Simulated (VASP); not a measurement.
# Si3C4 in VASP: single point with PBE

Aim: the single point of Si3C4 with PBE.

Program: VASP 6.6.1. These are calculated values, not measurements. Logs are shortened: lines on timing, memory, paths and dates and some standing lists are left out, and cuts for length are marked.

### Step 1. The cell of the first run

The typed cell holds 14 atoms: a = 3.037 Å, b = 3.038 Å, c = 17.405 Å, α = 84.99°, β = 85.00°, γ = 60.01°.

### Step 2. Single point, PBE

Contents of INCAR:

```
ALGO = Normal ; EDIFF = 1E-6
ENCUT = 600 ; GGA = PE
GGA_COMPAT = False ; ISIF = 2
ISMEAR = 0 ; LASPH = True
LCHARG = False ; LREAL = False
LWAVE = False ; NBANDS = 41
NELM = 120 ; PREC = Accurate
SIGMA = 0.1
```

Contents of KPOINTS:

```
k-points
0
Gamma
  6 6 6
```

Contents of POSCAR:

```
Si3C4
1.0
   -1.5184201769      2.6304618509     -0.0000150597
   -3.0375914843     -0.0004329258      0.0001236499
   -1.5193801014      0.8761600459     17.3165827886
Si C
6 8
Direct
    0.5733897560      0.5733711075      0.2798319794
    0.2888659152      0.2888174542      0.1334314953
    0.7114836726      0.7115375490      0.8655586337
    0.4268532181      0.4268797171      0.7194579429
    0.8578742694      0.8578700540      0.4263771815
    0.1423678722      0.1423800247      0.5729169332
    0.2525253264      0.2524947140      0.2423926567
    0.9980588015      0.9980260409      0.0058053843
    0.6751338702      0.6752227489      0.9746019576
    0.9684146918      0.9683444034      0.0947793920
    0.3904754051      0.3905156083      0.8285589748
    0.1060042767      0.1060151511      0.6819759972
    0.5370332223      0.5370106385      0.3888766855
    0.8215197025      0.8215147885      0.5354347855
```

Potentials or basis: VASP PAW PBE potentials, release 64 (Si, C).

Command:

```console
> cat potpaw_PBE.64/Si/POTCAR potpaw_PBE.64/C/POTCAR > POTCAR
> mpirun -np 1 vasp_std > vasp.out
```

OUTCAR:

```text
EDIFF = 1E-6
   ENCUT = 600
   GGA = PE
   ISIF = 2
   ISMEAR = 0
   LASPH = True
   LREAL = False
   NELM = 120
   PREC = Accurate

 ion  position               nearest neighbor table
   1  0.573  0.573  0.280-   7 1.87   7 1.87   7 1.87  13 1.89   2 3.08   2 3.08   2 3.08   5 3.08
                             5 3.08   5 3.08
   2  0.289  0.289  0.133-  10 1.88  10 1.88  10 1.88   7 1.89   1 3.08   1 3.08   1 3.08
   3  0.711  0.712  0.866-  11 1.87  11 1.87  11 1.87   9 1.89   4 3.08   4 3.08   4 3.08
   4  0.427  0.427  0.719-  12 1.87  12 1.87  12 1.87  11 1.89   3 3.08   3 3.08   3 3.08   6 3.08
                             6 3.08   6 3.08
   5  0.858  0.858  0.426-  13 1.87  13 1.87  13 1.87  14 1.89   6 3.08   6 3.08   1 3.08   1 3.08
                             6 3.08   1 3.08
   6  0.142  0.142  0.573-  14 1.87  14 1.87  14 1.87  12 1.89   5 3.08   4 3.08   4 3.08   5 3.08
                             5 3.08   4 3.08
   7  0.253  0.252  0.242-   1 1.87   1 1.87   1 1.87   2 1.89
   8  0.998  0.998  0.006-  10 1.54   9 1.83   9 1.84   9 1.84
   9  0.675  0.675  0.975-   8 1.83   8 1.84   8 1.84   3 1.89
  10  0.968  0.968  0.095-   8 1.54   2 1.88   2 1.88   2 1.88
  11  0.390  0.391  0.829-   3 1.87   3 1.87   3 1.87   4 1.89
  12  0.106  0.106  0.682-   4 1.87   4 1.87   4 1.87   6 1.89
  13  0.537  0.537  0.389-   5 1.87   5 1.87   5 1.87   1 1.89
  14  0.822  0.822  0.535-   6 1.87   6 1.87   6 1.87   5 1.89

  LATTYP: Found a base centered monoclinic cell.
 ALAT       =    69.2882144957
 B/A-ratio  =     0.0438351155
 C/A-ratio  =     0.2511967533
 COS(beta)  =    -0.9971414923

  Lattice vectors:

 A1 = (   0.0011687185,  -1.7527530176, -34.6330419273)
 A2 = (  -1.5172514584,   0.8777088333, -34.6330569870)
 A3 = (   1.5182113829,   0.8765929717,  17.3164591387)

Analysis of symmetry for initial positions (statically):
=====================================================================
 Subroutine PRICEL returns:
 Original cell was already a primitive cell.

 Routine SETGRP: Setting up the symmetry group for a
 base centered monoclinic supercell.

 Subroutine GETGRP returns: Found  1 space group operations
 (whereof  1 operations were pure point group operations)
 out of a pool of  4 trial point group operations.

The static configuration has the point symmetry C_1 .

Analysis of symmetry for dynamics (positions and initial velocities):
=====================================================================
 Subroutine PRICEL returns:
 Original cell was already a primitive cell.

 Routine SETGRP: Setting up the symmetry group for a
 base centered monoclinic supercell.

 Subroutine GETGRP returns: Found  1 space group operations
 (whereof  1 operations were pure point group operations)
 out of a pool of  4 trial point group operations.

The dynamic configuration has the point symmetry C_1 .

 Subroutine INISYM returns: Found  1 space group operations
 (whereof  1 operations are pure point group operations),
 and found     1 'primitive' translations

----------------------------------------------------------------------------------------

                                     Primitive cell

  volume of cell :     138.3752

  direct lattice vectors                    reciprocal lattice vectors
    -1.518420177  2.630461851 -0.000015060    -0.000054960  0.380129542 -0.019238081
    -3.037591484 -0.000432926  0.000123650    -0.329181894 -0.190018616 -0.019268565
    -1.519380101  0.876160046 17.316582789     0.000002350  0.000001687  0.057748235

  length of vectors
     3.037256885  3.037591518 17.405177729     0.380616047  0.380577287  0.057748235

  position of ions in fractional coordinates (direct lattice)
     0.573389756  0.573371108  0.279831979
     0.288865915  0.288817454  0.133431495
     0.711483673  0.711537549  0.865558634
     0.426853218  0.426879717  0.719457943
     0.857874269  0.857870054  0.426377182
     0.142367872  0.142380025  0.572916933
     0.252525326  0.252494714  0.242392657
     0.998058802  0.998026041  0.005805384
     0.675133870  0.675222749  0.974601958
     0.968414692  0.968344403  0.094779392
     0.390475405  0.390515608  0.828558975
     0.106004277  0.106015151  0.681975997
     0.537033222  0.537010638  0.388876686
[... 31 lines left out ...]
    -0.054863649 -0.031669769 -0.003211427     0.000000000  0.166666667  0.000000000
     0.000000392  0.000000281  0.009624706     0.000000000  0.000000000  0.166666667

  Length of vectors
     0.063436008  0.063429548  0.009624706

  Shift w.r.t. Gamma in fractional coordinates (k-lattice)
     0.000000000  0.000000000  0.000000000

 Subroutine IBZKPT returns following result:
 ===========================================

 Found    112 irreducible k-points:

 Following reciprocal coordinates:
            Coordinates               Weight
  0.000000  0.000000  0.000000      1.000000
  0.166667 -0.000000  0.000000      2.000000
  0.333333 -0.000000 -0.000000      2.000000
  0.500000 -0.000000  0.000000      1.000000
 -0.000000  0.166667  0.000000      2.000000
  0.166667  0.166667  0.000000      2.000000
[... 16 lines left out ...]
  0.333333 -0.000000  0.166667      2.000000
  0.500000 -0.000000  0.166667      2.000000
 [... further k-points ...]
   k-points           NKPTS =    112   k-points in BZ     NKDIM =    112   number of bands    NBANDS=     41
   number of dos      NEDOS =    301   number of ions     NIONS =     14
   total plane-waves  NPLWV =  80640
   dimension x,y,z NGX =    24 NGY =   24 NGZ =  140
   dimension x,y,z NGXF=    48 NGYF=   48 NGZF=  280
   ions per type =               6   8
   NGX,Y,Z   is equivalent  to a cutoff of  13.14, 13.14, 13.37 a.u.
   NGXF,Y,Z  is equivalent  to a cutoff of  26.27, 26.27, 26.74 a.u.
 SYSTEM =  unknown system
   PREC   = accura    normal or accurate (medium, high low for compatibility)
   ISTART =      0    job   : 0-new  1-cont  2-samecut
   ICHARG =      2    charge: 1-file 2-atom 10-const
   ISPIN  =      1    spin polarized calculation?
   LNONCOLLINEAR =      F non collinear calculations
   LSORBIT =      F    spin-orbit coupling
   LASPH  =      T    aspherical Exc in radial PAW
   ENCUT  =  600.0 eV  44.10 Ry    6.64 a.u.   6.07  6.07 34.76*2*pi/ulx,y,z
   NELM   =    120;   NELMIN=  2; NELMDL= -5     # of ELM steps
   EDIFF  = 0.1E-05   stopping-criterion for ELM
   LREAL  =      F    real-space projection
   EDIFFG = 0.1E-04   stopping-criterion for IOM
   NSW    =      0    number of steps for IOM
   IBRION =     -1    ionic relax: 0-MD 1-quasi-New 2-CG
   NFREE  =      0    steps in history (QN), initial steepest desc. (CG)
   ISIF   =      2    stress and relaxation
   ISYM   =      2    0-nonsym 1-usesym 2-fastsym
   POTIM  = 0.5000    time-step for ionic-motion
   TEBEG  =    0.0;   TEEND  =   0.0 temperature during run
   PSTRESS=    0.0 pullay stress
   NELECT =      56.0000    total number of electrons
   NUPDOWN=      -1.0000    fix difference up-down
   EMIN   =  10.00;   EMAX   =-10.00  energy-range for DOS
   EFERMI =   0.00;   METHOD = LEGACY
   ISMEAR =     0;   SIGMA  =   0.10  broadening in eV -4-tet -1-fermi 0-gaus
   EFERMI_NEDOS =   21; number of points for ismear=-14 and -15
   IALGO  =     38    algorithm
   IMIX   =      4    mixing-type and parameters
     AMIX     =   0.40;   BMIX     =  1.00
     AMIX_MAG =   1.60;   BMIX_MAG =  1.00
  volume/ion in A,a.u.               =       9.88        66.70
  Fermi-wavevector in a.u.,A,eV,Ry     =   1.210927  2.288321 19.950832  1.466345
  Thomas-Fermi vector in A             =   2.346459
   LORBIT       =      0    0 simple, 1 ext, 2 COOP (PROOUT), +10 PAW based schemes
   GGA     = PE    functional components
   LHFCALC =     F    Hartree Fock is set to
   AEXX    =    0.0000 exact exchange contribution
   IVDW    =     0    specifies the selected vdW correction
   LEPSILON=     F    determine dielectric tensor
   LRPA    =     F    only Hartree local field effects (RPA)
 non-spin polarized calculation
 Gauss-broadening in eV      SIGMA  =   0.10
  energy-cutoff  :      600.00
  volume of cell :      138.38
 maximum number of plane-waves:      4678
   NGX = 13   NGY = 13   NGZ = 69

 number of electron      56.0000001 magnetization

 Free energy of the ion-electron system (eV)
  ---------------------------------------------------
  ext. energy  EPLUGINS =         0.00000000
  ---------------------------------------------------
  free energy    TOTEN  =      -105.63643709 eV

  energy without entropy =     -105.63643709  energy(sigma->0) =     -105.63643709

 E-fermi :   8.7739     XC(G=0): -11.4326

 val. band max:        8.3392178112   @ k =   0.0000   0.0000   0.0000
 cond. band min:       9.4169343784   @ k =   0.5000   0.5000   0.0000
 fundamental gap:      1.0777165672
 Fermi energy:         8.7738586175

 k-point     1 :       0.0000    0.0000    0.0000
  band No.  band energies     occupation
      1      -8.2168      2.00000
      2      -7.5131      2.00000
      3      -7.2468      2.00000
      4      -6.3685      2.00000
      5      -6.0217      2.00000
      6      -4.6595      2.00000
[... 1021 lines left out ...]
     39      14.8176      0.00000
     40      14.9946      0.00000

 [... further k-points ...]

 [bands above 40 left out]

------------------------ aborting loop because EDIFF is reached ----------------------------------------

  FORCE on cell =-STRESS in cart. coord.  units (eV):
  Direction    XX          YY          ZZ          XY          YZ          ZX
  --------------------------------------------------------------------------------------
  -------------------------------------------------------------------------------------
  Total       -0.1342835     -0.1450991     -0.0951451     -0.0429917      0.0095559      0.0020021
  in kB       -1.5548007     -1.6800295     -1.1016367     -0.4977793      0.1106429      0.0231810
  external PRESSURE =      -1.4454890 kB  Pullay stress =       0.0000000 kB

 VOLUME and BASIS-vectors are now :
 -----------------------------------------------------------------------------
  energy-cutoff  :      600.00
  volume of cell :      138.38
      direct lattice vectors                 reciprocal lattice vectors
    -1.518420177  2.630461851 -0.000015060    -0.000054960  0.380129542 -0.019238081
    -3.037591484 -0.000432926  0.000123650    -0.329181894 -0.190018616 -0.019268565
    -1.519380101  0.876160046 17.316582789     0.000002350  0.000001687  0.057748235

 POSITION                                       TOTAL-FORCE (eV/Angst)
 -----------------------------------------------------------------------------------
     -3.03748      1.75321      4.84580        -0.000172     -0.000063     -0.000058
     -1.51866      0.87663      2.31061        -0.000262      0.000227     -0.000295
     -4.55680      2.62959     14.98860        -0.000316      0.000087     -0.000917
     -3.03796      1.75300     12.45860        -0.000210     -0.000024     -0.002421
     -4.55630      2.62981      7.38349        -0.000175      0.000125     -0.000712
     -1.51915      0.87640      9.92098        -0.000030     -0.000003     -0.000289
     -1.51870      0.87652      4.19744         0.000204      0.000128     -0.002043
     -4.55589      2.63001      0.10064         0.000861     -0.000308     -0.023975
     -4.55698      2.62953     16.87685        -0.000667      0.000316     -0.009098
     -4.55590      2.63000      1.64136         0.000181     -0.000278      0.031745
     -3.03803      1.75291     14.34785         0.000325     -0.000087      0.005716
     -1.51917      0.87631     11.80951         0.000010      0.000049      0.001631
     -3.03751      1.75313      6.73407         0.000114     -0.000105      0.001399
     -4.55637      2.62975      9.27199         0.000136     -0.000065     -0.000682
 -----------------------------------------------------------------------------------
    total drift:                                0.000031     -0.000022      0.000718

  FREE ENERGIE OF THE ION-ELECTRON SYSTEM (eV)
  ---------------------------------------------------
  free  energy   TOTEN  =      -105.6364370921 eV

  energy  without entropy=     -105.6364370920  energy(sigma->0) =     -105.63643709
```

Wall time 5.5 min (1 thread of Intel Xeon 6975P-C (Granite Rapids), shared host); peak memory 0.63 GiB.

Results:

```
Free energy            : -105.6364 eV
Pressure               : -0.1 GPa
Largest force          : 0.032 eV/Å
Band gap on the k mesh : 1.08 eV (least direct gap 2.26 eV)
```

Forces in eV/Å, atoms in the order of the input:
```
Si   0.000  0.000  0.000
Si   0.000  0.000  0.000
Si   0.000  0.000 -0.001
Si   0.000  0.000 -0.002
Si   0.000  0.000 -0.001
Si   0.000  0.000  0.000
C    0.000  0.000 -0.002
C    0.001  0.000 -0.024
C   -0.001  0.000 -0.009
C    0.000  0.000  0.032
C    0.000  0.000  0.006
C    0.000  0.000  0.002
C    0.000  0.000  0.001
C    0.000  0.000 -0.001
```

A k mesh can miss the band edges.
